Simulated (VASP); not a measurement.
Here is a VASP 6.6.1 calculation.

The input POSCAR:

```
Si
1.0
   -1.5811986205      1.5811986205      1.3203298500
    1.5811986205     -1.5811986205      1.3203298500
    1.6726312395      1.6726312395     -1.3203298500
Si
1
Direct
    0.0000000000      0.0000000000      0.0000000000
```

Contents of INCAR.step1:

```
PREC = Accurate
ENCUT = 520
ISMEAR = 0
SIGMA = 0.15
LREAL = F
LASPH = T
NELM = 100
NBANDS = 8
GGA = PE
ALGO = Normal
EDIFF = 1E-4
LWAVE = T
LCHARG = F
```

The input INCAR.step2:

```
PREC = Accurate
ENCUT = 520
EDIFF = 1E-6
ISMEAR = 0
SIGMA = 0.15
LREAL = F
LASPH = T
NELM = 100
ALGO = Normal
ISIF = 2
LWAVE = F
LCHARG = F
METAGGA = R2SCAN
LMIXTAU = T
NBANDS = 8
ISTART = 1
```

KPOINTS

```
Automatic mesh
0
Gamma
  22 22 22
```

Potentials or basis: VASP PAW PBE potentials, release 64 (Si).

Command:

```console
$ cat potpaw_PBE.64/Si/POTCAR > POTCAR
$ cp INCAR.step1 INCAR
$ mpirun -np 1 vasp_std > vasp.out
$ cp INCAR.step2 INCAR
$ mpirun -np 1 vasp_std > vasp.out
```

Task: Estimate the pressure.

Result: 0.3 GPa.

Task: Estimate the band gap on the k mesh.

Result: Zero (band 2 reaches 20.14 eV, above the bottom of band 3 at 6.72 eV).

Stress tensor (GPa, compression positive):
```
 1.32 -3.04  0.00
-3.04  1.32  0.00
 0.00  0.00 -1.64
```

Caveat: the cell differs from its parent crystal (strain +0.0562 x Voigt [0, 0, 0, 0, 0, 1]); the PAW data sets were made with another functional, which shifts forces and pressure a little.
